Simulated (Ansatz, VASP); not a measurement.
# SnSe in VASP and in Ansatz

```xyz
2
Lattice="0.0000 2.9898 2.9898 2.9898 0.0000 2.9898 2.9898 2.9898 0.0000" Properties=species:S:1:pos:R:3 pbc="T T T"
Sn    0.0000    0.0000    0.0000
Se    2.9898    2.9898    2.9898
```

Change from the starting cell: volume scaled by 0.98, PAW files.

Alike in both runs: task electric field gradients; functional PBEsol; k mesh 7 × 7 × 7; occupations fermi-dirac, width 0.01 eV; no spin polarisation.

|  | VASP | Ansatz |
| --- | --- | --- |
| version | VASP 6.6.1 | Ansatz 0.2.0 |
| potentials or method | VASP PAW PBE potentials, release 64 (Sn_d, Se) | PAW with Ansatz's default frozen-core files, scalar-relativistic |
| plane-wave cutoff (eV) | 520 | 420 |
| valence electrons in the cell | 20 | 30 |

```csv
,VASP,Ansatz,Ansatz less VASP
pressure (GPa),-0.9,-0.9,-0.02
```

VASP's potentials were made for PBE, not for PBEsol. VASP's potentials hold 20 valence electrons a cell and Ansatz's 30, so a difference there can come from the potentials and not from the codes.
